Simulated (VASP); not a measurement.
# MgO (P6_3/mmc) in VASP: notebook

The runs below take MgO through single point, with PBE.

All numbers are computed with VASP 6.6.1; they aren't measurements. Logs are shortened: lines on timing, memory, paths and dates and some standing lists are left out, and cuts for length are marked.

### Step 1. The cell of the first run

It takes space group P6_3/mmc (No. 194, hexagonal). The conventional cell has a = 3.521 Å, b = 3.521 Å, c = 4.155 Å, α = 90.00°, β = 90.00°, γ = 120.00°. Within 2.7 Å of Mg (site symmetry -6m2) lie 5 O at 2.03 to 2.08 Å. O (site symmetry -6m2) has 5 Mg at 2.03 to 2.08 Å within 2.7 Å.

### Step 2. Single point, PBE

Input file INCAR:

```
SYSTEM = MgO
  PREC = Accurate
  ENCUT = 520
  EDIFF = 1E-6
  ISMEAR = 0
  SIGMA = 0.05
  LREAL = .False.
  LASPH = .True.
  NELM = 100
  ALGO = Normal
  ISIF = 2
  LWAVE = .False.
  LCHARG = .True.
  GGA = PE
  LELF = .True.
  LVHAR = .True.
  NBANDS = 16
```

Input file KPOINTS:

```
Automatic mesh
0
Gamma
  9 9 6
  0 0 0
```

Input file POSCAR:

```
MgO
1.0
    3.5213164829      0.0000000000      0.0000000000
   -1.7606582415      3.0495495290      0.0000000000
    0.0000000000      0.0000000000      4.1546000000
Mg O
2 2
Direct
    0.6666666667      0.3333333333      0.7500000000
    0.3333333333      0.6666666667      0.2500000000
    0.6666666667      0.3333333333      0.2500000000
    0.3333333333      0.6666666667      0.7500000000
```

Potentials or basis: VASP PAW PBE potentials, release 64 (Mg, O).

Command:

```console
$ cat potpaw_PBE.64/Mg/POTCAR potpaw_PBE.64/O/POTCAR > POTCAR
$ mpirun -np 1 vasp_std > vasp.out
```

OUTCAR:

```text
SYSTEM = MgO
   PREC = Accurate
   ENCUT = 520
   EDIFF = 1E-6
   ISMEAR = 0
   LREAL = .False.
   LASPH = .True.
   NELM = 100
   ISIF = 2
   GGA = PE

 ion  position               nearest neighbor table
   1  0.667  0.333  0.750-   4 2.03   4 2.03   4 2.03   3 2.08   3 2.08   2 2.91   2 2.91   2 2.91
                             2 2.91   2 2.91   2 2.91
   2  0.333  0.667  0.250-   3 2.03   3 2.03   3 2.03   4 2.08   4 2.08   1 2.91   1 2.91   1 2.91
                             1 2.91   1 2.91   1 2.91
   3  0.667  0.333  0.250-   2 2.03   2 2.03   2 2.03   1 2.08   1 2.08
   4  0.333  0.667  0.750-   1 2.03   1 2.03   1 2.03   2 2.08   2 2.08

  LATTYP: Found a hexagonal cell.
 ALAT       =     3.5213164829
 C/A-ratio  =     1.1798428287

  Lattice vectors:

 A1 = (   3.5213164829,   0.0000000000,   0.0000000000)
 A2 = (  -1.7606582415,   3.0495495290,   0.0000000000)
 A3 = (   0.0000000000,   0.0000000000,   4.1546000000)

Analysis of symmetry for initial positions (statically):
=====================================================================
 Subroutine PRICEL returns:
 Original cell was already a primitive cell.

 Routine SETGRP: Setting up the symmetry group for a
 hexagonal supercell.

 Subroutine GETGRP returns: Found 24 space group operations
 (whereof 12 operations were pure point group operations)
 out of a pool of 24 trial point group operations.

The static configuration has the point symmetry D_3d.
 The point group associated with its full space group is D_6h.

Analysis of symmetry for dynamics (positions and initial velocities):
=====================================================================
 Subroutine PRICEL returns:
 Original cell was already a primitive cell.

 Routine SETGRP: Setting up the symmetry group for a
 hexagonal supercell.

 Subroutine GETGRP returns: Found 24 space group operations
 (whereof 12 operations were pure point group operations)
 out of a pool of 24 trial point group operations.

The dynamic configuration has the point symmetry D_3d.
 The point group associated with its full space group is D_6h.

 Subroutine INISYM returns: Found 24 space group operations
 (whereof 12 operations are pure point group operations),
 and found     1 'primitive' translations

----------------------------------------------------------------------------------------

                                     Primitive cell

  volume of cell :      44.6139

  direct lattice vectors                    reciprocal lattice vectors
     3.521316483  0.000000000  0.000000000     0.283984699  0.163958642  0.000000000
    -1.760658242  3.049549529  0.000000000     0.000000000  0.327917284  0.000000000
     0.000000000  0.000000000  4.154600000     0.000000000  0.000000000  0.240697059

  length of vectors
     3.521316483  3.521316483  4.154600000     0.327917284  0.327917284  0.240697059

  position of ions in fractional coordinates (direct lattice)
     0.666666667  0.333333333  0.750000000
     0.333333333  0.666666667  0.250000000
     0.666666667  0.333333333  0.250000000
     0.333333333  0.666666667  0.750000000

  ion indices of the primitive-cell ions
   primitive index   ion index
                 1           1
                 2           2
                 3           3
                 4           4

----------------------------------------------------------------------------------------

 KPOINTS: Automatic mesh

Automatic generation of k-mesh.
 Grid dimensions read from file:
 generate k-points for:    9    9    6

 Generating k-lattice:

  Cartesian coordinates                     Fractional coordinates (reciprocal lattice)
     0.031553855  0.018217627  0.000000000     0.111111111  0.000000000  0.000000000
     0.000000000  0.036435254  0.000000000     0.000000000  0.111111111  0.000000000
     0.000000000  0.000000000  0.040116176     0.000000000  0.000000000  0.166666667

  Length of vectors
     0.036435254  0.036435254  0.040116176

  Shift w.r.t. Gamma in fractional coordinates (k-lattice)
     0.000000000  0.000000000  0.000000000

 Subroutine IBZKPT returns following result:
 ===========================================

 Found     48 irreducible k-points:

 Following reciprocal coordinates:
            Coordinates               Weight
  0.000000  0.000000  0.000000      1.000000
  0.111111  0.000000  0.000000      6.000000
  0.222222  0.000000  0.000000      6.000000
  0.333333  0.000000  0.000000      6.000000
  0.444444  0.000000  0.000000      6.000000
  0.111111  0.111111  0.000000      6.000000
[... 16 lines left out ...]
  0.333333  0.222222  0.166667     24.000000
  0.333333  0.333333  0.166667      4.000000
 [... further k-points ...]
   k-points           NKPTS =     48   k-points in BZ     NKDIM =     48   number of bands    NBANDS=     16
   number of dos      NEDOS =    301   number of ions     NIONS =      4
   total plane-waves  NPLWV =  25088
   dimension x,y,z NGX =    28 NGY =   28 NGZ =   32
   dimension x,y,z NGXF=    56 NGYF=   56 NGZF=   64
   ions per type =               2   2
   NGX,Y,Z   is equivalent  to a cutoff of  13.22, 13.22, 12.80 a.u.
   NGXF,Y,Z  is equivalent  to a cutoff of  26.44, 26.44, 25.61 a.u.
 SYSTEM =  MgO
   PREC   = accura    normal or accurate (medium, high low for compatibility)
   ISTART =      0    job   : 0-new  1-cont  2-samecut
   ICHARG =      2    charge: 1-file 2-atom 10-const
   ISPIN  =      1    spin polarized calculation?
   LNONCOLLINEAR =      F non collinear calculations
   LSORBIT =      F    spin-orbit coupling
   LASPH  =      T    aspherical Exc in radial PAW
   ENCUT  =  520.0 eV  38.22 Ry    6.18 a.u.   6.55  6.55  7.72*2*pi/ulx,y,z
   NELM   =    100;   NELMIN=  2; NELMDL= -5     # of ELM steps
   EDIFF  = 0.1E-05   stopping-criterion for ELM
   LREAL  =      F    real-space projection
   EDIFFG = 0.1E-04   stopping-criterion for IOM
   NSW    =      0    number of steps for IOM
   IBRION =     -1    ionic relax: 0-MD 1-quasi-New 2-CG
   NFREE  =      0    steps in history (QN), initial steepest desc. (CG)
   ISIF   =      2    stress and relaxation
   ISYM   =      2    0-nonsym 1-usesym 2-fastsym
   POTIM  = 0.5000    time-step for ionic-motion
   TEBEG  =    0.0;   TEEND  =   0.0 temperature during run
   PSTRESS=    0.0 pullay stress
   NELECT =      16.0000    total number of electrons
   NUPDOWN=      -1.0000    fix difference up-down
   EMIN   =  10.00;   EMAX   =-10.00  energy-range for DOS
   EFERMI =   0.00;   METHOD = LEGACY
   ISMEAR =     0;   SIGMA  =   0.05  broadening in eV -4-tet -1-fermi 0-gaus
   EFERMI_NEDOS =   21; number of points for ismear=-14 and -15
   IALGO  =     38    algorithm
   IMIX   =      4    mixing-type and parameters
     AMIX     =   0.40;   BMIX     =  1.00
     AMIX_MAG =   1.60;   BMIX_MAG =  1.00
  volume/ion in A,a.u.               =      11.15        75.27
  Fermi-wavevector in a.u.,A,eV,Ry     =   1.163121  2.197980 18.406643  1.352850
  Thomas-Fermi vector in A             =   2.299674
   LORBIT       =      0    0 simple, 1 ext, 2 COOP (PROOUT), +10 PAW based schemes
   GGA     = PE    functional components
   LHFCALC =     F    Hartree Fock is set to
   AEXX    =    0.0000 exact exchange contribution
   IVDW    =     0    specifies the selected vdW correction
   LEPSILON=     F    determine dielectric tensor
   LRPA    =     F    only Hartree local field effects (RPA)
 non-spin polarized calculation
 Gauss-broadening in eV      SIGMA  =   0.05
  energy-cutoff  :      520.00
  volume of cell :       44.61
 maximum number of plane-waves:      1228
 NGX is ok and might be reduce to    28

 number of electron      15.9999999 magnetization

 Free energy of the ion-electron system (eV)
  ---------------------------------------------------
  ext. energy  EPLUGINS =         0.00000000
  ---------------------------------------------------
  free energy    TOTEN  =       -23.66359959 eV

  energy without entropy =      -23.66359959  energy(sigma->0) =      -23.66359959

 E-fermi :   2.1243     XC(G=0): -10.0059

 val. band max:        1.8854557135   @ k =   0.0000   0.0000   0.0000
 cond. band min:       5.2714350529   @ k =   0.0000   0.0000   0.0000
 fundamental gap:      3.3859793394
 Fermi energy:         2.1242698950

 k-point     1 :       0.0000    0.0000    0.0000
  band No.  band energies     occupation
      1     -14.9711      2.00000
      2     -13.5831      2.00000
      3      -1.6520      2.00000
      4       0.1748      2.00000
      5       0.1748      2.00000
      6       1.1401      2.00000
[... 8 lines left out ...]
     15      17.3932      0.00000
     16      17.4101      0.00000

 k-point     2 :       0.1111    0.0000    0.0000
  band No.  band energies     occupation
      1     -14.9127      2.00000
      2     -13.5956      2.00000
      3      -1.5588      2.00000
      4      -0.0110      2.00000
      5       0.0788      2.00000
      6       0.8453      2.00000
[... 8 lines left out ...]
     15      16.8865      0.00000
     16      16.9376      0.00000

 k-point     3 :       0.2222    0.0000    0.0000
  band No.  band energies     occupation
      1     -14.7510      2.00000
      2     -13.6390      2.00000
      3      -1.2918      2.00000
      4      -0.5596      2.00000
      5      -0.1223      2.00000
      6       0.4263      2.00000
[... 8 lines left out ...]
     15      15.9406      0.00000
     16      16.5518      0.00000

 k-point     4 :       0.3333    0.0000    0.0000
  band No.  band energies     occupation
      1     -14.5292      2.00000
      2     -13.7244      2.00000
      3      -1.1738      2.00000
      4      -0.8959      2.00000
      5      -0.3102      2.00000
      6       0.1648      2.00000
[... 8 lines left out ...]
     15      15.8076      0.00000
     16      16.5809      0.00000

 k-point     5 :       0.4444    0.0000    0.0000
  band No.  band energies     occupation
      1     -14.3316      2.00000
      2     -13.8316      2.00000
      3      -1.5409      2.00000
      4      -0.5018      2.00000
      5      -0.4184      2.00000
      6       0.0360      2.00000
[... 8 lines left out ...]
     15      16.3000      0.00000
     16      16.6881      0.00000

 k-point     6 :       0.1111    0.1111    0.0000
  band No.  band energies     occupation
      1     -14.8025      2.00000
      2     -13.6236      2.00000
      3      -1.3784      2.00000
      4      -0.2995      2.00000
      5      -0.1978      2.00000
      6       0.5942      2.00000
[... 8 lines left out ...]
     15      16.3375      0.00000
     16      16.4666      0.00000
[... 267 lines left out ...]
 k-point    21 :       0.4444    0.1111    0.1667
  band No.  band energies     occupation
      1     -14.2222      2.00000
      2     -13.8827      2.00000
      3      -1.7423      2.00000
      4      -0.6599      2.00000
      5      -0.6013      2.00000
      6       0.1666      2.00000
[... 8 lines left out ...]
     15      16.0026      0.00000
     16      16.9275      0.00000

 k-point    22 :       0.2222    0.2222    0.1667
  band No.  band energies     occupation
      1     -14.3552      2.00000
      2     -13.8080      2.00000
      3      -1.2956      2.00000
      4      -1.2474      2.00000
      5      -0.2044      2.00000
      6       0.1763      2.00000
[... 8 lines left out ...]
     15      16.2918      0.00000
     16      17.3674      0.00000

 k-point    23 :       0.3333    0.2222    0.1667
  band No.  band energies     occupation
      1     -14.1804      2.00000
      2     -13.9077      2.00000
      3      -1.5685      2.00000
      4      -0.9974      2.00000
      5      -0.5848      2.00000
      6       0.4199      2.00000
[... 8 lines left out ...]
     15      16.1245      0.00000
     16      17.5122      0.00000

 k-point    24 :       0.3333    0.3333    0.1667
  band No.  band energies     occupation
      1     -14.0309      2.00000
      2     -14.0309      2.00000
      3      -1.5453      2.00000
      4      -0.8729      2.00000
      5      -0.8729      2.00000
      6       0.7589      2.00000
[... 8 lines left out ...]
     15      16.0313      0.00000
     16      18.2705      0.00000

 [... further k-points ...]
[... 5 lines left out ...]
  --------------------------------------------------------------------------------------
  -------------------------------------------------------------------------------------
  Total        0.2710859      0.2710859      1.2709261     -0.0000000      0.0000000     -0.0000000
  in kB        9.7352600      9.7352600     45.6416053     -0.0000000      0.0000000     -0.0000000
  external PRESSURE =      21.7040418 kB  Pullay stress =       0.0000000 kB

 VOLUME and BASIS-vectors are now :
 -----------------------------------------------------------------------------
  energy-cutoff  :      520.00
  volume of cell :       44.61
      direct lattice vectors                 reciprocal lattice vectors
     3.521316483  0.000000000  0.000000000     0.283984699  0.163958642  0.000000000
    -1.760658242  3.049549529  0.000000000     0.000000000  0.327917284  0.000000000
     0.000000000  0.000000000  4.154600000     0.000000000  0.000000000  0.240697059

 POSITION                                       TOTAL-FORCE (eV/Angst)
 -----------------------------------------------------------------------------------
      1.76066      1.01652      3.11595         0.000000      0.000000      0.000000
     -0.00000      2.03303      1.03865        -0.000000     -0.000000      0.000000
      1.76066      1.01652      1.03865         0.000000      0.000000     -0.000000
     -0.00000      2.03303      3.11595        -0.000000      0.000000     -0.000000
 -----------------------------------------------------------------------------------
    total drift:                               -0.000000      0.000000     -0.000000

  FREE ENERGIE OF THE ION-ELECTRON SYSTEM (eV)
  ---------------------------------------------------
  free  energy   TOTEN  =       -23.6635995859 eV

  energy  without entropy=      -23.6635995859  energy(sigma->0) =      -23.66359959
```

It took 19 s on 1 thread of Intel Xeon 6975P-C (Granite Rapids), shared host; peak memory 0.17 GiB.

Results:

```
Free energy            : -23.6636 eV
Pressure               : 2.2 GPa
Band gap on the k mesh : 3.39 eV, direct
```

Stress tensor (GPa, compression positive):
```
0.97 0.00 0.00
0.00 0.97 0.00
0.00 0.00 4.56
```

### Step 3. Single point, PBE

This run uses another cell than the first one, of the same volume but with other edges.

Input file INCAR:

```
SYSTEM = MgO
ALGO = Normal ; EDIFF = 1E-7
ENCUT = 520 ; GGA = PE
ISIF = 2 ; ISMEAR = 0
LASPH = .TRUE. ; LCHARG = .FALSE.
LREAL = .FALSE. ; LWAVE = .FALSE.
NBANDS = 16 ; NELM = 60
PREC = Accurate ; SIGMA = 0.05
```

Input file KPOINTS:

```
k-points
0
G
  9 9 6
  0 0 0
```

Input file POSCAR:

```
MgO
1.0
    3.4509000000      0.0000000000      0.0000000000
   -1.7254500000      2.9885670659      0.0000000000
    0.0000000000      0.0000000000      4.3242000000
Mg O
2 2
Direct
    0.6666666667      0.3333333333      0.7500000000
    0.3333333333      0.6666666667      0.2500000000
    0.6666666667      0.3333333333      0.2500000000
    0.3333333333      0.6666666667      0.7500000000
```

Potentials or basis: VASP PAW PBE potentials, release 64 (Mg, O).

Command:

```console
$ cat potpaw_PBE.64/Mg/POTCAR potpaw_PBE.64/O/POTCAR > POTCAR
$ mpirun -np 1 vasp_std > vasp.out
```

It took 14 s on 1 thread of Intel Xeon 6975P-C (Granite Rapids), shared host; peak memory 0.18 GiB.

The run converged. Its results:

```yaml
Free_energy: -23.6453 eV
Pressure: 2.3 GPa
Band_gap_on_the_k_mesh: 3.31 eV, direct
```

Stress tensor (GPa, compression positive):
```
 4.51  0.00  0.00
 0.00  4.51  0.00
 0.00  0.00 -1.99
```

Levels at points of the mesh, in eV from the valence-band top:
| k point | band 6 | band 7 | band 8 | band 9 | band 10 | band 11 |
| --- | --- | --- | --- | --- | --- | --- |
| (0.00, 0.00, 0.00) | -0.89 | -0.89 | 0.00 | 3.31 | 9.19 | 11.70 |
| (0.00, 0.00, 0.50) | -1.31 | -1.31 | -1.31 | 6.30 | 6.30 | 13.07 |

(Continued in part 2 of 2.)
